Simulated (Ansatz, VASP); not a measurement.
**Two plane-wave programs on WCl4F2**

```
CELL_PARAMETERS angstrom
6.33136 -0.03080 -0.01409
3.13901 5.67165 0.01100
3.14403 1.89915 5.72405
ATOMIC_POSITIONS crystal
W 0.00207 0.99684 0.99341
Cl 0.37558 0.77054 0.79157
Cl 0.88881 0.65012 0.23617
Cl 0.10233 0.35357 0.77273
Cl 0.79530 0.08371 0.74851
F 0.70558 0.17917 0.17151
F 0.15834 0.93404 0.20210
```

Alike in both runs: functional PBE; k mesh 3 × 3 × 3; occupations gaussian, width 0.15 eV; no spin polarisation.

Ansatz relaxed the structure, and its values are those at the end. VASP's run is a single point on that final structure, the one shown.

```csv
,VASP,Ansatz
version,VASP 6.6.1,Ansatz 0.2.0
potentials or method,"VASP PAW PBE potentials, release 64 (W_sv, Cl, F), cutoff 520 eV","scalar-relativistic, plane waves, PAW"
valence electrons in the cell,56,56
```

|  | VASP | Ansatz | Ansatz less VASP |
| --- | --- | --- | --- |
| gap on the k mesh at the Fermi level (eV) | 2.32 | 2.31 | -0.005 |
| least direct gap on the mesh (eV) | 2.32 | 2.32 | -0.005 |
| pressure (GPa) | 0.5 | 0.3 | -0.24 |
| rms of the force components (eV/Å) | 0.197 | 0.026 | -0.1708 |

One of these differences is far larger than is usual between the two programs; its cause wasn't traced.

Neither program's run includes spin-orbit coupling.
